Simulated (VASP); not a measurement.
# Pt (Fm-3m) in VASP: notebook

Pt is run at these levels: PBEsol; tasks: single point, relaxation of cell and atoms.

Everything below comes from runs of VASP 6.6.1. Logs are shortened: lines on timing, memory, paths and dates and some standing lists are left out, and cuts for length are marked.

## (1) The cell of the first run

Symmetry: Fm-3m, No. 225, cubic system. The conventional cell has a = 3.917 Å, b = 3.917 Å, c = 3.917 Å, α = 90.00°, β = 90.00°, γ = 90.00°. Within 3.7 Å of Pt (site symmetry m-3m) lie 12 Pt at 2.77 Å.

## (2) Single point, PBEsol

Input file INCAR:

```
PREC     = Accurate       # precision mode
ENCUT    = 520            # plane-wave cutoff, eV
EDIFF    = 1E-6           # SCF threshold, eV
ISMEAR   = 0              # smearing method
SIGMA    = 0.1            # smearing width, eV
LREAL    = F              # projectors in reciprocal space
LASPH    = T              # aspherical terms in the spheres
NELM     = 100            # most SCF steps
ALGO     = Normal         # electronic algorithm
ISIF     = 2              # what is computed and relaxed
LWAVE    = F              # write WAVECAR
LCHARG   = F              # write CHGCAR
GGA      = PS             # functional
NBANDS   = 11             # bands
```

Input file KPOINTS:

```
regular mesh
0
Gamma
  11 11 11
```

Input file POSCAR:

```
Pt
1.0
    0.0000000000      1.9583873113      1.9583873113
    1.9583873113      0.0000000000      1.9583873113
    1.9583873113      1.9583873113      0.0000000000
Pt
1
Direct
    0.0000000000      0.0000000000      0.0000000000
```

Potentials or basis: VASP PAW PBE potentials, release 64 (Pt).

Started as:

```
> cat potpaw_PBE.64/Pt/POTCAR > POTCAR
> mpirun -np 1 vasp_std > vasp.out
```

OUTCAR:

```text
PREC = Accurate
   ENCUT = 520
   EDIFF = 1E-6
   ISMEAR = 0
   LREAL = F
   LASPH = T
   NELM = 100
   ISIF = 2
   GGA = PS

 ion  position               nearest neighbor table
   1  0.000  0.000  0.000-

  LATTYP: Found a face centered cubic cell.
 ALAT       =     3.9167746226

  Lattice vectors:

 A1 = (   0.0000000000,   1.9583873113,   1.9583873113)
 A2 = (   1.9583873113,   0.0000000000,   1.9583873113)
 A3 = (   1.9583873113,   1.9583873113,   0.0000000000)

Analysis of symmetry for initial positions (statically):
=====================================================================
 Subroutine PRICEL returns:
 Original cell was already a primitive cell.

 Routine SETGRP: Setting up the symmetry group for a
 face centered cubic supercell.

 Subroutine GETGRP returns: Found 48 space group operations
 (whereof 48 operations were pure point group operations)
 out of a pool of 48 trial point group operations.

The static configuration has the point symmetry O_h .

Analysis of symmetry for dynamics (positions and initial velocities):
=====================================================================
 Subroutine PRICEL returns:
 Original cell was already a primitive cell.

 Routine SETGRP: Setting up the symmetry group for a
 face centered cubic supercell.

 Subroutine GETGRP returns: Found 48 space group operations
 (whereof 48 operations were pure point group operations)
 out of a pool of 48 trial point group operations.

The dynamic configuration has the point symmetry O_h .

 Subroutine INISYM returns: Found 48 space group operations
 (whereof 48 operations are pure point group operations),
 and found     1 'primitive' translations

----------------------------------------------------------------------------------------

                                     Primitive cell

  volume of cell :      15.0219

  direct lattice vectors                    reciprocal lattice vectors
     0.000000000  1.958387311  1.958387311    -0.255312112  0.255312112  0.255312112
     1.958387311  0.000000000  1.958387311     0.255312112 -0.255312112  0.255312112
     1.958387311  1.958387311  0.000000000     0.255312112  0.255312112 -0.255312112

  length of vectors
     2.769577896  2.769577896  2.769577896     0.442213549  0.442213549  0.442213549

  position of ions in fractional coordinates (direct lattice)
     0.000000000  0.000000000  0.000000000

  ion indices of the primitive-cell ions
   primitive index   ion index
                 1           1

----------------------------------------------------------------------------------------

 KPOINTS: regular mesh

Automatic generation of k-mesh.
 Grid dimensions read from file:
 generate k-points for:   11   11   11

 Generating k-lattice:

  Cartesian coordinates                     Fractional coordinates (reciprocal lattice)
    -0.023210192  0.023210192  0.023210192     0.090909091  0.000000000  0.000000000
     0.023210192 -0.023210192  0.023210192     0.000000000  0.090909091  0.000000000
     0.023210192  0.023210192 -0.023210192     0.000000000  0.000000000  0.090909091

  Length of vectors
     0.040201232  0.040201232  0.040201232

  Shift w.r.t. Gamma in fractional coordinates (k-lattice)
     0.000000000  0.000000000  0.000000000

 Subroutine IBZKPT returns following result:
 ===========================================

 Found     56 irreducible k-points:

 Following reciprocal coordinates:
            Coordinates               Weight
  0.000000  0.000000  0.000000      1.000000
  0.090909  0.000000  0.000000      8.000000
  0.181818  0.000000  0.000000      8.000000
  0.272727  0.000000  0.000000      8.000000
  0.363636  0.000000  0.000000      8.000000
  0.454545  0.000000  0.000000      8.000000
[... 16 lines left out ...]
 -0.272727  0.181818  0.000000     24.000000
 -0.181818  0.181818  0.000000     12.000000
 [... further k-points ...]
   k-points           NKPTS =     56   k-points in BZ     NKDIM =     56   number of bands    NBANDS=     11
   number of dos      NEDOS =    301   number of ions     NIONS =      1
   total plane-waves  NPLWV =  13824
   dimension x,y,z NGX =    24 NGY =   24 NGZ =   24
   dimension x,y,z NGXF=    48 NGYF=   48 NGZF=   48
   ions per type =               1
   NGX,Y,Z   is equivalent  to a cutoff of  14.41, 14.41, 14.41 a.u.
   NGXF,Y,Z  is equivalent  to a cutoff of  28.81, 28.81, 28.81 a.u.
 SYSTEM =  unknown system
   PREC   = accura    normal or accurate (medium, high low for compatibility)
   ISTART =      0    job   : 0-new  1-cont  2-samecut
   ICHARG =      2    charge: 1-file 2-atom 10-const
   ISPIN  =      1    spin polarized calculation?
   LNONCOLLINEAR =      F non collinear calculations
   LSORBIT =      F    spin-orbit coupling
   LASPH  =      T    aspherical Exc in radial PAW
   ENCUT  =  520.0 eV  38.22 Ry    6.18 a.u.   5.15  5.15  5.15*2*pi/ulx,y,z
   NELM   =    100;   NELMIN=  2; NELMDL= -5     # of ELM steps
   EDIFF  = 0.1E-05   stopping-criterion for ELM
   LREAL  =      F    real-space projection
   EDIFFG = 0.1E-04   stopping-criterion for IOM
   NSW    =      0    number of steps for IOM
   IBRION =     -1    ionic relax: 0-MD 1-quasi-New 2-CG
   NFREE  =      0    steps in history (QN), initial steepest desc. (CG)
   ISIF   =      2    stress and relaxation
   ISYM   =      2    0-nonsym 1-usesym 2-fastsym
   POTIM  = 0.5000    time-step for ionic-motion
   TEBEG  =    0.0;   TEEND  =   0.0 temperature during run
   PSTRESS=    0.0 pullay stress
   NELECT =      10.0000    total number of electrons
   NUPDOWN=      -1.0000    fix difference up-down
   EMIN   =  10.00;   EMAX   =-10.00  energy-range for DOS
   EFERMI =   0.00;   METHOD = LEGACY
   ISMEAR =     0;   SIGMA  =   0.10  broadening in eV -4-tet -1-fermi 0-gaus
   EFERMI_NEDOS =   21; number of points for ismear=-14 and -15
   IALGO  =     38    algorithm
   IMIX   =      4    mixing-type and parameters
     AMIX     =   0.40;   BMIX     =  1.00
     AMIX_MAG =   1.60;   BMIX_MAG =  1.00
  volume/ion in A,a.u.               =      15.02       101.37
  Fermi-wavevector in a.u.,A,eV,Ry     =   1.429441  2.701252 27.800807  2.043302
  Thomas-Fermi vector in A             =   2.549394
   LORBIT       =      0    0 simple, 1 ext, 2 COOP (PROOUT), +10 PAW based schemes
   GGA     = PS    functional components
   LHFCALC =     F    Hartree Fock is set to
   AEXX    =    0.0000 exact exchange contribution
   IVDW    =     0    specifies the selected vdW correction
   LEPSILON=     F    determine dielectric tensor
   LRPA    =     F    only Hartree local field effects (RPA)
 non-spin polarized calculation
 Gauss-broadening in eV      SIGMA  =   0.10
  energy-cutoff  :      520.00
  volume of cell :       15.02
 maximum number of plane-waves:       416
 NGX is ok and might be reduce to    24
   NGX = 11   NGY = 11   NGZ = 11

 number of electron      10.0000000 magnetization

 Free energy of the ion-electron system (eV)
  ---------------------------------------------------
  ext. energy  EPLUGINS =         0.00000000
  ---------------------------------------------------
  free energy    TOTEN  =        -6.97627168 eV

  energy without entropy =       -6.96501688  energy(sigma->0) =       -6.97064428

 E-fermi :  11.1210     XC(G=0): -13.6530

 val. band max:       11.1182290933   @ k =  -0.4545   0.1818   0.0000
 cond. band min:      11.1270296093   @ k =   0.4545   0.0000   0.0000
 fundamental gap:      0.0088005159
 Fermi energy:        11.1209894197

 k-point     1 :       0.0000    0.0000    0.0000
  band No.  band energies     occupation
      1       0.8319      2.00000
      2       7.3330      2.00000
      3       7.3330      2.00000
      4       7.3330      2.00000
      5       9.5268      2.00000
      6       9.5268      2.00000
      7      25.7853      0.00000
      8      30.7675      0.00000
      9      30.7675      0.00000
     10      30.7675      0.00000
     11      36.0832      0.00000

 k-point     2 :       0.0909    0.0000    0.0000
  band No.  band energies     occupation
      1       1.1626      2.00000
      2       7.1898      2.00000
      3       7.4606      2.00000
      4       7.4606      2.00000
      5       9.4590      2.00000
      6       9.4590      2.00000
      7      26.2918      0.00000
      8      29.2337      0.00000
      9      31.2774      0.00000
     10      31.2774      0.00000
     11      37.5977      0.00000

 k-point     3 :       0.1818    0.0000    0.0000
  band No.  band energies     occupation
      1       2.0624      2.00000
      2       6.9323      2.00000
      3       7.6942      2.00000
      4       7.6942      2.00000
      5       9.4366      2.00000
      6       9.4366      2.00000
      7      26.6170      0.00000
      8      27.3668      0.00000
      9      32.6702      0.00000
     10      32.6702      0.00000
     11      35.6579      0.00000

 k-point     4 :       0.2727    0.0000    0.0000
  band No.  band energies     occupation
      1       3.1329      2.00000
      2       7.0948      2.00000
      3       7.6787      2.00000
      4       7.6787      2.00000
      5       9.8495      2.00000
      6       9.8495      2.00000
      7      23.6734      0.00000
      8      27.3488      0.00000
      9      33.8453      0.00000
     10      33.8453      0.00000
     11      34.8635      0.00000
[... 239 lines left out ...]
 k-point    22 :      -0.3636    0.1818    0.0000
  band No.  band energies     occupation
      1       4.7578      2.00000
      2       6.7093      2.00000
      3       7.7748      2.00000
      4       8.0962      2.00000
      5      10.3932      2.00000
      6      13.6331      0.00000
      7      18.7079      0.00000
      8      25.5891      0.00000
      9      28.0504      0.00000
     10      30.7113      0.00000
     11      36.4788      0.00000

 k-point    23 :      -0.2727    0.1818    0.0000
  band No.  band energies     occupation
      1       4.6587      2.00000
      2       6.6831      2.00000
      3       7.1471      2.00000
      4       8.2545      2.00000
      5       9.4252      2.00000
      6      12.3039      0.00000
      7      21.9350      0.00000
      8      25.9979      0.00000
      9      28.6263      0.00000
     10      33.5029      0.00000
     11      33.5421      0.00000

 k-point    24 :      -0.1818    0.1818    0.0000
  band No.  band energies     occupation
      1       3.7848      2.00000
      2       6.4079      2.00000
      3       7.5323      2.00000
      4       8.5215      2.00000
      5       8.5954      2.00000
      6      11.0798      1.43973
      7      24.6243      0.00000
      8      27.2235      0.00000
      9      30.1729      0.00000
     10      31.3122      0.00000
     11      35.8415      0.00000

 [... further k-points ...]
[... 5 lines left out ...]
  --------------------------------------------------------------------------------------
  -------------------------------------------------------------------------------------
  Total       -0.0406194     -0.0406194     -0.0406194      0.0000000      0.0000000      0.0000000
  in kB       -4.3323018     -4.3323018     -4.3323018      0.0000000      0.0000000      0.0000000
  external PRESSURE =      -4.3323018 kB  Pullay stress =       0.0000000 kB

 VOLUME and BASIS-vectors are now :
 -----------------------------------------------------------------------------
  energy-cutoff  :      520.00
  volume of cell :       15.02
      direct lattice vectors                 reciprocal lattice vectors
     0.000000000  1.958387311  1.958387311    -0.255312112  0.255312112  0.255312112
     1.958387311  0.000000000  1.958387311     0.255312112 -0.255312112  0.255312112
     1.958387311  1.958387311  0.000000000     0.255312112  0.255312112 -0.255312112

 POSITION                                       TOTAL-FORCE (eV/Angst)
 -----------------------------------------------------------------------------------
      0.00000      0.00000      0.00000         0.000000      0.000000      0.000000
 -----------------------------------------------------------------------------------
    total drift:                               -0.000000      0.000000      0.000000

  FREE ENERGIE OF THE ION-ELECTRON SYSTEM (eV)
  ---------------------------------------------------
  free  energy   TOTEN  =        -6.9762716813 eV

  energy  without entropy=       -6.9650168825  energy(sigma->0) =       -6.97064428
```

It took 8.2 s on 1 thread of AMD EPYC 9R14 (Zen 4), shared host; peak memory 0.11 GiB.

Results:

```
Free energy            : -6.9763 eV
Pressure               : -0.4 GPa
Band gap on the k mesh : zero (band 5 reaches 11.56 eV, above the bottom of band 6 at 9.44 eV)
```

Caveat: the PAW data sets were made with another functional, which shifts forces and pressure a little; spin-orbit coupling is left out, which moves the levels of the heavy elements.

## (3) Relaxation of cell and atoms, PBEsol

This run uses another cell than the first one, of 15.08 Å³/atom, 1.004 times its volume.

Input file INCAR:

```
SYSTEM = Pt
  PREC = Accurate
  ENCUT = 600
  EDIFF = 1E-6
  ISMEAR = 0
  SIGMA = 0.1
  LREAL = .False.
  LASPH = .True.
  NELM = 60
  ALGO = Normal
  ISIF = 3
  LWAVE = .False.
  LCHARG = .False.
  GGA = PS
  IBRION = 2
  NSW = 80
  EDIFFG = -0.02
```

Input file KPOINTS:

```
Automatic mesh
0
Gamma
  11 11 11
  0 0 0
```

Input file POSCAR:

```
Pt
1.0
    0.0000000000      1.9609000000      1.9609000000
    1.9609000000      0.0000000000      1.9609000000
    1.9609000000      1.9609000000      0.0000000000
Pt
1
Direct
    0.0000000000      0.0000000000      0.0000000000
```

Potentials or basis: VASP PAW PBE potentials, release 64 (Pt).

Started as:

```
> cat potpaw_PBE.64/Pt/POTCAR > POTCAR
> mpirun -np 1 vasp_std > vasp.out
```

Run time: 14 s. Hardware: 1 thread of AMD EPYC 9R14 (Zen 4), shared host; peak memory 0.12 GiB.

Results (log left out):

- Free energy: -6.9763 eV
- Relaxed volume: 15.00 Å³/atom
- Relaxed cell: a = 2.769 Å, b = 2.769 Å, c = 2.769 Å, α = 60.00°, β = 60.00°, γ = 60.00°
- Space group after relaxing (to 0.05 Å): Fm-3m (No. 225)
- Energy gained by relaxing: 0.3 meV/atom
- Ionic steps: 3
- Pressure after relaxing: 0.0 GPa
- Band gap on the k mesh: zero (band 5 reaches 11.59 eV, above the bottom of band 6 at 9.46 eV)

The path:
```
step  energy change (eV)  largest force (eV/Å)  pressure (GPa)  volume (Å³)
   1              0.0000                0.0000           -1.44        15.08
   2              0.0026                0.0000            4.43        14.79
   3             -0.0003                0.0000            0.00        15.00
```

Final structure:
```cif
data_structure
_symmetry_space_group_name_H-M 'P 1'
_symmetry_Int_Tables_number 1
_cell_length_a 2.7685
_cell_length_b 2.7685
_cell_length_c 2.7685
_cell_angle_alpha 60.000
_cell_angle_beta 60.000
_cell_angle_gamma 60.000
_cell_volume 15.00
loop_
_atom_site_label
_atom_site_type_symbol
_atom_site_fract_x
_atom_site_fract_y
_atom_site_fract_z
_atom_site_occupancy
Pt1 Pt 0.00000 0.00000 0.00000 1
```

Levels at points of the mesh, in eV from the Fermi level:
| k point | band 2 | band 3 | band 4 | band 5 | band 6 | band 7 | band 8 | band 9 |
| --- | --- | --- | --- | --- | --- | --- | --- | --- |
| (0.00, 0.00, 0.00) | -3.80 | -3.80 | -3.80 | -1.60 | -1.60 | 14.66 | 19.65 | 19.65 |

Caveat: the PAW data sets were made with another functional, which shifts forces and pressure a little; spin-orbit coupling is left out, which moves the levels of the heavy elements.

(Continued in part 2 of 2.)
